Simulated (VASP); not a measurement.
The system is BeSi3Hg2.

```
Be Si Hg
1.0
     5.75643    0.00000    0.00000
    -2.87822    4.98521    0.00000
     0.00000    0.00000    3.50519
Be Si Hg
1 3 2
Direct
  0.00000 0.00000 0.00000
  0.50000 0.00000 0.50000
  0.50000 0.50000 0.50000
  0.00000 0.50000 0.50000
  0.33333 0.66667 0.00000
  0.66667 0.33333 0.00000
```

```yaml
Program: VASP 6.6.1
Task: relaxation of cell and atoms
Functional: PBE
Potentials_or_basis: VASP PAW PBE potentials, release 64 (Be, Si, Hg_sv_GW)
Cutoff: 550 eV
k_mesh: 6 × 6 × 6
Occupations: gaussian, width 0.1 eV
Spin: no spin polarisation
```

At the start: pressure 35.4 GPa; volume 16.76 Å³/atom.

How do energy, volume and symmetry change on relaxing?

Over 21 steps the energy falls by 828.5 meV/atom and the volume is 18.67 Å³/atom (+11.4 %); space group P6/mmm (No. 191, to 0.1 Å) before and after.

Step by step:
| step | energy change (eV) | largest force (eV/Å) | pressure (GPa) | volume (Å³) |
| --- | --- | --- | --- | --- |
| 1 | 0.0000 | 0.0000 | 35.44 | 100.59 |
| 2 | -2.4196 | 0.0000 | -7.55 | 163.72 |
| 3 | -3.2382 | 0.0000 | -1.05 | 133.64 |
| 4 | -3.2372 | 0.0000 | -1.36 | 134.36 |
| 5 | -3.3789 | 0.0000 | -0.93 | 132.11 |
| 6 | -3.6130 | 0.0000 | -0.22 | 128.12 |
| 7 | -4.1323 | 0.0000 | 1.51 | 119.51 |
| 8 | -4.6190 | 0.0000 | 11.70 | 100.37 |
| 9 | -4.7905 | 0.0000 | 6.48 | 106.57 |
| 10 | -4.7558 | 0.0000 | 8.40 | 103.98 |
| 11 | -4.7974 | 0.0000 | 7.63 | 104.11 |
| 12 | -4.8313 | 0.0000 | 5.75 | 104.34 |
| 13 | -4.8404 | 0.0000 | 6.44 | 104.27 |
| 14 | -4.8416 | 0.0000 | 6.24 | 104.30 |
| 15 | -4.8755 | 0.0000 | 5.29 | 105.22 |
| 16 | -4.9404 | 0.0000 | 2.64 | 108.03 |
| 17 | -4.9648 | 0.0000 | -1.26 | 113.74 |
| 18 | -4.9695 | 0.0000 | -0.33 | 112.17 |
| 19 | -4.9695 | 0.0000 | -0.23 | 112.01 |
| 20 | -4.9699 | 0.0000 | -0.16 | 112.01 |
| 21 | -4.9708 | 0.0000 | 0.03 | 112.01 |

Final structure:
```cif
data_structure
_symmetry_space_group_name_H-M 'P 1'
_symmetry_Int_Tables_number 1
_cell_length_a 5.0322
_cell_length_b 5.0322
_cell_length_c 5.1077
_cell_angle_alpha 90.000
_cell_angle_beta 90.000
_cell_angle_gamma 120.000
_cell_volume 112.01
loop_
_atom_site_label
_atom_site_type_symbol
_atom_site_fract_x
_atom_site_fract_y
_atom_site_fract_z
_atom_site_occupancy
Be1 Be 0.00000 0.00000 0.00000 1
Si1 Si 0.50000 0.00000 0.50000 1
Si2 Si 0.50000 0.50000 0.50000 1
Si3 Si 0.00000 0.50000 0.50000 1
Hg1 Hg 0.33333 0.66667 0.00000 1
Hg2 Hg 0.66667 0.33333 0.00000 1
```

Caveat: a cell axis changed by over 15 % at a fixed basis, so the end point is rough.
